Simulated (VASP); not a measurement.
Wanted: the native input for a VASP 6.6.1 run.

```yaml
Task: single point
Functional: LDA
Potentials_or_basis: VASP PAW LDA potentials, release 64 (Al, N)
Cutoff: 520 eV
k_mesh: 8 × 8 × 3
Occupations: gaussian, width 0.05 eV
Spin: no spin polarisation
Dipole_correction: no
Further_INCAR_settings: ALGO = Normal; EDIFF = 1e-06; NBANDS = 26; ISYM = 0
```

The structure of AlN lies in POSCAR:

```
AlN
1.0
   -3.1110021516      0.0000000000      0.0000000000
   -1.5555010758     -2.6942068945      0.0000000000
   -1.5555010758      0.0000000000      9.9560000000
Al N
4 4
Direct
   -0.1185416667      0.3333333333      0.9037500000
    0.1314583333      0.3333333333      0.4037500000
    0.5897916667      0.6666666667      0.1537500000
    0.3397916667      0.6666666667      0.6537500000
    0.2852083333      0.3333333333      0.0962500000
    0.0352083333      0.3333333333      0.5962500000
    0.4935416667      0.6666666667      0.3462500000
    0.2435416667      0.6666666667      0.8462500000
```

One way to write it, as run:

INCAR

```
SYSTEM = AlN
PREC = Accurate
ENCUT = 520
EDIFF = 1E-6
ISMEAR = 0
SIGMA = 0.05
LREAL = .FALSE.
LASPH = .TRUE.
NELM = 80
ALGO = Normal
ISIF = 2
LWAVE = .FALSE.
LCHARG = .FALSE.
GGA = CA
NBANDS = 26
ISYM = 0
```

KPOINTS

```
Automatic mesh
0
G
  8 8 3
  0 0 0
```

Potentials or basis: VASP PAW LDA potentials, release 64 (Al, N).

Command:

```sh
$ cat potpaw_LDA.64/Al/POTCAR potpaw_LDA.64/N/POTCAR > POTCAR
$ mpirun -np 1 vasp_std > vasp.out
```

Results of the run:

```json
{
  "Pressure": "-4.9 GPa",
  "Largest force": "1.482 eV/Å",
  "Band gap on the k mesh": "3.06 eV (least direct gap 3.17 eV)"
}
```

Caveat: the cell stands under tension; an odd mesh through Γ misses points on the zone boundary, where band edges can lie; forces of over 1 eV/Å act on the atoms, so gaps and moduli don't describe the material at rest.

Run time: 3.6 min on 1 thread of AMD EPYC 7R13, with other jobs on the host, peak memory 0.24 GiB.
